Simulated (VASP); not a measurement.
## La: single point with LDA

Crystal: La.

```
La
1.0
     3.58903    0.00000    0.00000
    -1.79451    3.10819    0.00000
     0.00000    0.00000   11.54111
La
4
Direct
  0.00000 0.00000 0.00000
  0.00000 0.00000 0.50000
  0.33333 0.66667 0.25000
  0.66667 0.33333 0.75000
```

```yaml
Program: VASP 6.6.1
Task: single point
Functional: LDA
Potentials_or_basis: VASP PAW LDA potentials, release 64 (La)
Cutoff: 520 eV
k_mesh: 14 × 14 × 4
Occupations: gaussian, width 0.05 eV
Spin: no spin polarisation
Dipole_correction: no
Further_INCAR_settings: ALGO = Normal; EDIFF = 1e-06; NBANDS = 30
```

* Pressure: -0.1 GPa
* Band gap on the k mesh: zero (band 22 reaches 10.12 eV, above the bottom of band 23 at 8.91 eV)

Levels at points of the mesh, in eV from the Fermi level:
```
           k point  band 19  band 20  band 21  band 22  band 23  band 24  band 25  band 26
(0.00, 0.00, 0.00)    -1.73    -1.71     0.59     0.76     1.21     1.22     1.25     1.28
(0.50, 0.00, 0.00)    -1.85    -1.29    -0.87    -0.30    -0.24     0.47     1.13     1.18
(0.00, 0.00, 0.50)    -1.81    -1.81     0.69     0.69     1.29     1.29     1.32     1.33
(0.50, 0.00, 0.50)    -1.54    -1.54    -1.33    -1.33     0.60     0.60     1.35     1.35
```

Run time: 2.8 min on 1 thread of Intel(R) Xeon(R) 6975P-C (Granite Rapids), on a shared host, peak memory 0.37 GiB.

Caveat: spin-orbit coupling is left out, which moves the levels of the heavy elements.
